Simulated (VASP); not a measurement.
Here is a VASP 6.6.1 calculation.

INCAR

```
SYSTEM = Ga
PREC = Accurate ; ENCUT = 520
EDIFF = 1E-6 ; ISMEAR = -1
SIGMA = 0.05 ; LREAL = .False.
LASPH = .True. ; NELM = 80
ALGO = Fast ; ISIF = 2
LWAVE = .False. ; LCHARG = .True.
GGA = PS ; LELF = .True.
LVHAR = .True. ; NBANDS = 34
```

File KPOINTS:

```
Automatic mesh
0
Gamma
  7 7 6
  0 0 0
```

POSCAR

```
Ga
1.0
    3.8169566100     -2.3266295500      0.0000000000
    3.8169566100      2.3266295500      0.0000000000
    0.0000000000      0.0000000000      4.4882540000
Ga
4
Direct
    0.6624370000      0.0155300000      0.2406490000
    0.0008360000      0.6704610000      0.7494550000
    0.3258820000      0.9870640000      0.7457760000
    0.9896990000      0.3329120000      0.2453480000
```

Potentials or basis: VASP PAW PBE potentials, release 64 (Ga_d).

Run with:

```bash
$ cat potpaw_PBE.64/Ga_d/POTCAR > POTCAR
$ mpirun -np 1 vasp_std > vasp.out
```

(1) Estimate the band gap on the k mesh.

(2) What does it give for the largest force?

(3) What does it give for the pressure?

Results:

(1) zero (bands 26 and 27 overlap by 0.62 eV).

(2) 0.287 eV/Å.

(3) -0.1 GPa.

Caveat: the cell differs from its parent crystal (atoms moved at random); the PAW data sets were made with another functional, which shifts forces and pressure a little.
